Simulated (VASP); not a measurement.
**Ni: single point with PBE**

Ni:

```xyz
1
Lattice="0.0000 1.7593 1.7593 1.7593 0.0000 1.7593 1.7593 1.7593 0.0000" Properties=species:S:1:pos:R:3 pbc="T T T"
Ni    0.0000    0.0000    0.0000
```

- Program: VASP 6.6.1
- Task: single point
- Functional: PBE
- Potentials or basis: VASP PAW PBE potentials, release 64 (Ni)
- Cutoff: 520 eV
- k mesh: 22 × 22 × 22
- Occupations: gaussian, width 0.05 eV
- Spin: collinear spin, ferromagnetic start
- Starting moments: [0.76] μB

- Pressure: -0.5 GPa
- Net moment: 0.65 μB per cell
- Site moments: Ni +0.66 μB
- Valence electrons inside the program's atomic spheres: Ni 9.31

Levels at points of the mesh, in eV from the Fermi level:
Spin up:
```tsv
k point	band 3	band 4	band 5	band 6	band 7	band 8
(0.00, 0.00, 0.00)	-2.46	-2.46	-1.28	-1.28	23.70	27.55
(0.50, 0.00, 0.00)	-2.44	-0.63	-0.63	-0.30	5.63	22.19
(0.50, 0.50, 0.00)	-0.57	-0.51	-0.51	2.43	9.19	14.80
```
Spin down:
```csv
k point,band 1,band 2,band 3,band 4,band 5,band 6,band 7,band 8,band 9,band 10
"(0.00, 0.00, 0.00)",-9.05,-1.68,-1.68,-1.68,-0.68,-0.68,23.54,27.54,27.54,27.54
"(0.50, 0.00, 0.00)",-4.41,-1.80,-1.80,-0.36,0.15,0.15,6.07,22.05,24.73,24.73
"(0.50, 0.50, 0.00)",-4.31,-3.58,0.05,0.38,0.38,2.39,9.44,14.81,14.81,19.87
```

It took 46 s on 1 thread of Intel(R) Xeon(R) 6975P-C (Granite Rapids), with other jobs on the host, peak memory 0.19 GiB.
